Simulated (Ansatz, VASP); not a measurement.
**CaIrC6N6 in VASP and in Ansatz**

```
Ca Ir C N
1.0
     0.00000    5.29700    5.29700
     5.29700    0.00000    5.29700
     5.29700    5.29700    0.00000
Ca Ir C N
1 1 6 6
Direct
  0.50000 0.50000 0.50000
  0.00000 0.00000 0.00000
  0.81905 0.18095 0.18095
  0.18095 0.81905 0.18095
  0.18095 0.18095 0.81905
  0.18095 0.81905 0.81905
  0.81905 0.18095 0.81905
  0.81905 0.81905 0.18095
  0.70861 0.29139 0.29139
  0.29139 0.70861 0.29139
  0.29139 0.29139 0.70861
  0.29139 0.70861 0.70861
  0.70861 0.29139 0.70861
  0.70861 0.70861 0.29139
```

Alike in both runs: task single point; functional PBE; k mesh 4 × 4 × 4; occupations gaussian, width 0.1 eV; collinear spin.

|  | VASP | Ansatz |
| --- | --- | --- |
| version | VASP 6.6.1 | Ansatz 0.2.0 |
| potentials or method | VASP PAW PBE potentials, release 64 (Ca_sv, Ir, C, N), cutoff 520 eV | scalar-relativistic, plane waves, PAW |
| valence electrons in the cell | 73 | 81 |

```csv
,VASP,Ansatz,Ansatz less VASP
gap on the k mesh at the Fermi level (eV),none,none,-
pressure (GPa),10.9,10.3,-0.66
rms of the force components (eV/Å),1.019,1.174,+0.1552
net moment per atom (μB),0.06,0.06,-0.001
size of the moment on the site where the two differ most (μB),0.34,0.21,-0.123
```

Site moments also hang on the region over which each program counts them. Atom by atom the forces differ by 0.161 eV/Å (rms over components). A gap of «none» marks a metal or a gap that the smearing closes. With one functional, cell and mesh, what is left measures potentials, basis and numerics. VASP's potentials hold 73 valence electrons a cell and Ansatz's 81, so a difference there can come from the potentials and not from the codes.

Neither program's run includes spin-orbit coupling. Noted on VASP's run: the standard files for N, O and F lose accuracy on very short bonds.
